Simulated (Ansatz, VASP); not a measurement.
## One calculation of Zr, two programs

```xyz
2
Lattice="3.2319 0.0000 0.0000 -1.6159 2.7989 0.0000 0.0000 0.0000 5.1741" Properties=species:S:1:pos:R:3 pbc="T T T"
Zr    0.0000    1.8659    1.2935
Zr    1.6159    0.9330    3.8806
```

Alike in both runs: task single point; functional PBE; k mesh 11 × 11 × 6; occupations methfessel-paxton of order 1, width 0.2 eV; no spin polarisation.

|  | VASP | Ansatz |
| --- | --- | --- |
| version | VASP 6.6.1 | Ansatz 0.2.0 |
| potentials or method | VASP PAW PBE potentials, release 64 (Zr_sv), cutoff 520 eV | plane waves (420 eV) with PAW, scalar-relativistic |
| valence electrons in the cell | 24 | 24 |

Ansatz gave:

```
pressure (GPa)                                                : -0.1
traceless stress, the component that is largest in VASP (GPa) : -0.22
```

Q: Which values does VASP return?

A: Pressure (GPa): -0.1; traceless stress, the component that is largest in VASP (GPa): -0.23.

The functional is the same, so the differences come from potentials, cutoffs and numerics.
